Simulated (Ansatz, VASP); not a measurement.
Two plane-wave programs on Rb

```
CELL_PARAMETERS angstrom
4.58505 0.00000 0.00000
0.00000 4.58505 0.00000
0.00000 0.00000 4.58505
ATOMIC_POSITIONS crystal
Rb 0.00000 0.00000 0.00000
```

Alike in both runs: task single point; functional BLYP; k mesh 8 × 8 × 8; occupations fermi-dirac, width 0.1 eV; no spin polarisation.

|  | VASP | Ansatz |
| --- | --- | --- |
| version | VASP 6.6.1 | Ansatz 0.2.0 |
| potentials or method | VASP PAW PBE potentials, release 64 (Rb_sv), cutoff 520 eV | plane waves (420 eV) with PAW, scalar-relativistic |
| valence electrons in the cell | 9 | 9 |

|  | VASP | Ansatz | Ansatz less VASP |
| --- | --- | --- | --- |
| pressure (GPa) | 0.3 | 0.3 | 0.00 |

VASP's potentials were made for PBE, not for BLYP. With one functional, cell and mesh, what is left measures potentials, basis and numerics.
